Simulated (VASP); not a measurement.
A run of VASP 6.6.1:

The input INCAR:

```
PREC = Accurate
ENCUT = 520
EDIFF = 1E-6
ISMEAR = -1
SIGMA = 0.05
LREAL = F
LASPH = T
NELM = 60
ALGO = Normal
ISIF = 2
LWAVE = F
LCHARG = T
GGA = PE
LELF = T
LVHAR = T
NBANDS = 16
```

KPOINTS

```
Automatic mesh
0
Gamma
  15 15 15
```

The input POSCAR:

```
GaN
1.0
    0.0000000000      2.1341334891      2.1341334891
    2.1341334891      0.0000000000      2.1341334891
    2.1341334891      2.1341334891      0.0000000000
Ga N
1 1
Direct
    0.0000000000      0.0000000000      0.0000000000
    0.5000000000      0.5000000000      0.5000000000
```

Potentials or basis: VASP PAW PBE potentials, release 64 (Ga_d, N).

The run is started by

```bash
$ cat potpaw_PBE.64/Ga_d/POTCAR potpaw_PBE.64/N/POTCAR > POTCAR
$ mpirun -np 1 vasp_std > vasp.out
```

Hardware: 1 thread of Intel Xeon 8259CL, with other jobs on the host.

Question: Estimate the wall time of this run.

Answer: Wall time 42 s on 1 thread of Intel Xeon 8259CL, on a shared host, peak memory 0.16 GiB. Counts: scf iterations 13, k points 120.
